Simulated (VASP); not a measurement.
Set up this calculation in VASP 6.6.1, as the native input.

```
Task                   : single point
Functional             : PBE
Potentials or basis    : VASP PAW PBE potentials, release 64 (Be, Zn, Se)
Cutoff                 : 520 eV
k mesh                 : 6 × 6 × 2
Occupations            : gaussian, width 0.02 eV
Spin                   : no spin polarisation
Dipole correction      : no
Further INCAR settings : ALGO = Normal; EDIFF = 1e-06; NBANDS = 31
```

The structure of Be3ZnSe4 lies in POSCAR:

```
Be3ZnSe4
1.0
    3.6664379570      0.0000000283      0.0000000000
   -1.8332190030      3.1752283980      0.0000000000
    0.0000000000      0.0000000000     12.1869788723
Be Zn Se
3 1 4
Direct
    0.6666666667      0.3333333333      0.0126766804
    0.6666666667      0.3333333333      0.4921667769
    0.0000000000      0.0000000000      0.2529801206
    0.0000000000      0.0000000000      0.7576739151
    0.6666666667      0.3333333333      0.1939420398
    0.6666666667      0.3333333333      0.6718911405
    0.0000000000      0.0000000000      0.4339748607
    0.0000000000      0.0000000000      0.9546944660
```

This cell differs from its parent crystal: volume scaled by 0.94, then relaxed in part.

One way to write it, as run:

INCAR

```
PREC = Accurate
ENCUT = 520
EDIFF = 1E-6
ISMEAR = 0
SIGMA = 0.02
LREAL = F
LASPH = T
NELM = 60
ALGO = Normal
ISIF = 2
LWAVE = F
LCHARG = F
GGA = PE
NBANDS = 31
```

KPOINTS

```
regular mesh
0
Gamma
  6 6 2
```

Potentials or basis: VASP PAW PBE potentials, release 64 (Be, Zn, Se).

Command:

```console
$ cat potpaw_PBE.64/Be/POTCAR potpaw_PBE.64/Zn/POTCAR potpaw_PBE.64/Se/POTCAR > POTCAR
$ mpirun -np 1 vasp_std > vasp.out
```

It gave:

```yaml
Pressure: 5.0 GPa
Largest_force: 0.013 eV/Å
Band_gap_on_the_k_mesh: 2.49 eV, indirect (least direct gap 2.85 eV)
```

It took 45 s on 1 thread of Intel(R) Xeon(R) 6975P-C (Granite Rapids), with other jobs on the host, peak memory 0.28 GiB.
